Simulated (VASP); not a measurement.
A run of VASP 6.6.1:

INCAR

```
SYSTEM = TaC
PREC = Accurate ; ENCUT = 600
EDIFF = 1E-6 ; ISMEAR = 1
SIGMA = 0.1 ; LREAL = .FALSE.
LASPH = .TRUE. ; NELM = 120
ALGO = Normal ; ISIF = 2
LWAVE = .FALSE. ; LCHARG = .FALSE.
GGA = PE ; NBANDS = 14
GGA_COMPAT = .FALSE.
```

File KPOINTS:

```
Automatic mesh
0
G
  11 11 11
  0 0 0
```

File POSCAR:

```
TaC
1.0
    0.0000000000      2.2230000000      2.2230000000
    2.2230000000      0.0000000000      2.2230000000
    2.2230000000      2.2230000000      0.0000000000
Ta C
1 1
Direct
    0.0000000000      0.0000000000      0.0000000000
    0.5000000000      0.5000000000      0.5000000000
```

Potentials or basis: VASP PAW PBE potentials, release 64 (Ta_pv, C).

Run with:

```console
$ cat potpaw_PBE.64/Ta_pv/POTCAR potpaw_PBE.64/C/POTCAR > POTCAR
$ mpirun -np 1 vasp_std > vasp.out
```

Hardware: 1 thread of AMD EPYC 7R13 Processor (Zen 3), on a shared host.

**Question.** How long does it take, and how much memory?

**Answer.** Wall time 18 s on 1 thread of AMD EPYC 7R13 Processor (Zen 3), with other jobs on the host, peak memory 0.14 GiB. Counts: scf iterations 12, k points 56.
